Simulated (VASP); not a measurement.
Runs of VASP 6.6.1 on Mn. The structure is that of space group Pm-3m (No. 221), or close to it. The cells are those of the table. 

```tsv
cell	gap on the mesh (eV)	pressure (GPa)
a = 2.284 Å, 1 atom	none	8.7
a = 2.345 Å, 1 atom	none	-6.5
a = 2.404 Å, 1 atom	none	(a)
a = 2.315 Å, 1 atom	none	(b)
a = 2.218 Å, 1 atom	none	32.5
```

Alike in all rows: task single point; level BLYP; potentials or basis VASP PAW PBE potentials, release 64 (Mn_pv); no spin polarisation; k mesh 15 × 15 × 15; cutoff (eV) 520; smearing fermi-dirac 0.1 eV.

Question: Estimate the missing entries.

Answer: (a) -16.4; (b) 0.3.

Caveats: the PAW data sets were made with another functional, which shifts forces and pressure a little; the run has no spin polarisation, though such a crystal can be magnetic.

A gap of «none» marks levels without a gap at the run's occupations.
